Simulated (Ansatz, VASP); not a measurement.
**Two plane-wave programs on Na2S**

```
S Na
1.0
     0.00000    3.25543    3.25543
     3.25543    0.00000    3.25543
     3.25543    3.25543    0.00000
S Na
1 2
Direct
  0.00000 0.00000 0.00000
  0.25000 0.25000 0.25000
  0.75000 0.75000 0.75000
```

Alike in both runs: task single point; functional PBE-based screened hybrid with a share of 0.75 of exact exchange and HFSCREEN = 0.1; k mesh 4 × 4 × 4; no spin polarisation.

|  | VASP | Ansatz |
| --- | --- | --- |
| version | VASP 6.6.1 | Ansatz 0.2.0 |
| potentials or method | VASP PAW PBE potentials, release 64 (S, Na_pv) | plane waves |
| plane-wave cutoff (eV) | 400 | 420 |
| occupations | gaussian, width 0.01 eV | fixed |
| valence electrons in the cell | 20 | 24 |

|  | VASP | Ansatz | Ansatz less VASP |
| --- | --- | --- | --- |
| gap on the k mesh at the Fermi level (eV) | 6.66 | 6.66 | +0.003 |
| pressure (GPa) | -1.2 | -1.0 | +0.24 |

VASP's potentials were made for PBE, not for PBE-based screened hybrid. VASP's potentials hold 20 valence electrons a cell and Ansatz's 24, so a difference there can come from the potentials and not from the codes. Ansatz's warnings: stress exchange threshold loose, stress scf threshold loose.
